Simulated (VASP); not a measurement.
The system is HfN.

```
Hf N
1.0
     0.00000    2.25600    2.25600
     2.25600    0.00000    2.25600
     2.25600    2.25600    0.00000
Hf N
1 1
Direct
  0.00000 0.00000 0.00000
  0.50000 0.50000 0.50000
```

| Item | Value |
| --- | --- |
| Program | VASP 6.6.1 |
| Task | relaxation of volume and atoms at fixed shape |
| Functional | LDA |
| Potentials or basis | VASP PAW LDA potentials, release 64 (Hf_pv, N) |
| Cutoff | 600 eV |
| k mesh | 9 × 9 × 9 |
| Occupations | gaussian, width 0.05 eV |
| Spin | no spin polarisation |

At the start: pressure -9.6 GPa; volume 11.48 Å³/atom.

**Question.** Where does the relaxation end?

**Answer.** Over 4 steps the energy falls by 11.7 meV/atom and the volume is 11.10 Å³/atom (-3.3 %); space group Fm-3m (No. 225, to 0.1 Å) before and after.

Step by step:
```csv
step,energy change (eV),largest force (eV/Å),pressure (GPa),volume (Å³)
1,0.0000,0.0000,-9.59,22.96
2,0.0795,0.0000,24.14,20.75
3,-0.0234,0.0000,-0.24,22.22
4,-0.0234,0.0000,-0.02,22.21
```

Final structure:
```
CELL_PARAMETERS angstrom
0.00000 2.23093 2.23093
2.23093 0.00000 2.23093
2.23093 2.23093 0.00000
ATOMIC_POSITIONS crystal
Hf 0.00000 0.00000 0.00000
N 0.50000 0.50000 0.50000
```
